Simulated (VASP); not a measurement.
Write the native input for VASP 6.6.1 that does the following.

```yaml
Task: single point
Functional: PBE
Potentials_or_basis: VASP PAW PBE potentials, release 64 (Cs_sv)
Cutoff: 520 eV
k_mesh: 12 × 12 × 12
Occupations: gaussian, width 0.15 eV
Spin: no spin polarisation
Dipole_correction: no
Further_INCAR_settings: ALGO = Normal; EDIFF = 1e-06; NBANDS = 10
```

The structure of Cs lies in POSCAR:

```
Cs
1.0
   -3.1736250000      3.1736250000      3.1736250000
    3.1736250000     -3.1736250000      3.1736250000
    3.1736250000      3.1736250000     -3.1736250000
Cs
1
Direct
    0.0000000000      0.0000000000      0.0000000000
```

This cell differs from its parent crystal: strain +0.050 along x and y, +0.050 along z.

One way to write it, as run:

INCAR

```
SYSTEM = Cs
  PREC = Accurate
  ENCUT = 520
  EDIFF = 1E-6
  ISMEAR = 0
  SIGMA = 0.15
  LREAL = .False.
  LASPH = .True.
  NELM = 60
  ALGO = Normal
  ISIF = 2
  LWAVE = .False.
  LCHARG = .False.
  GGA = PE
  NBANDS = 10
```

KPOINTS

```
Automatic mesh
0
Gamma
  12 12 12
  0 0 0
```

Potentials or basis: VASP PAW PBE potentials, release 64 (Cs_sv).

Run with:

```sh
$ cat potpaw_PBE.64/Cs_sv/POTCAR > POTCAR
$ mpirun -np 1 vasp_std > vasp.out
```

It gave:

- Pressure: -0.2 GPa

Caveat: the cell differs from its parent crystal (strain +0.050 along x and y, +0.050 along z).

Wall time 36 s on 1 thread of AMD EPYC 9R45 96-Core Processor (Zen 5), with other jobs on the host, peak memory 0.25 GiB.
